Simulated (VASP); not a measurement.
A run of VASP 6.6.1 is set up as follows.

INCAR

```
ALGO     = Normal         # electronic algorithm
EDIFF    = 1E-6           # SCF threshold, eV
ENCUT    = 520            # plane-wave cutoff, eV
GGA      = CA             # functional
ISIF     = 2              # what is computed and relaxed
ISMEAR   = 1              # smearing method
LASPH    = True           # aspherical terms in the spheres
LCHARG   = False          # write CHGCAR
LREAL    = False          # projectors in reciprocal space
LWAVE    = False          # write WAVECAR
NBANDS   = 18             # bands
NELM     = 100            # most SCF steps
PREC     = Accurate       # precision mode
SIGMA    = 0.02           # smearing width, eV
```

KPOINTS

```
k-points
0
Gamma
  6 6 4
```

POSCAR

```
N
1.0
    4.0840620000      0.0000000000      0.0000000000
    0.0000000000      4.0840620000      0.0000000000
    0.0000000000      0.0000000000      5.3459130000
N
4
Direct
    0.9042750000      0.9042750000      0.0000000000
    0.5957250000      0.4042750000      0.5000000000
    0.0957250000      0.0957250000      0.0000000000
    0.4042750000      0.5957250000      0.5000000000
```

Potentials or basis: VASP PAW LDA potentials, release 64 (N).

The run is started by

```console
$ cat potpaw_LDA.64/N/POTCAR > POTCAR
$ mpirun -np 1 vasp_std > vasp.out
```

Task: Estimate the band gap on the k mesh.

Result: 6.70 eV, indirect (least direct gap 6.90 eV).

Task: Predict the largest force.

Result: 0.367 eV/Å.

Task: Predict the pressure.

Result: -1.2 GPa.

Forces on the atoms (eV/Å):
```
N    0.260  0.260  0.000
N   -0.260  0.260  0.000
N   -0.260 -0.260  0.000
N    0.260 -0.260  0.000
```

Caveat: the standard files for N, O and F lose accuracy on very short bonds. A k mesh can miss the band edges.
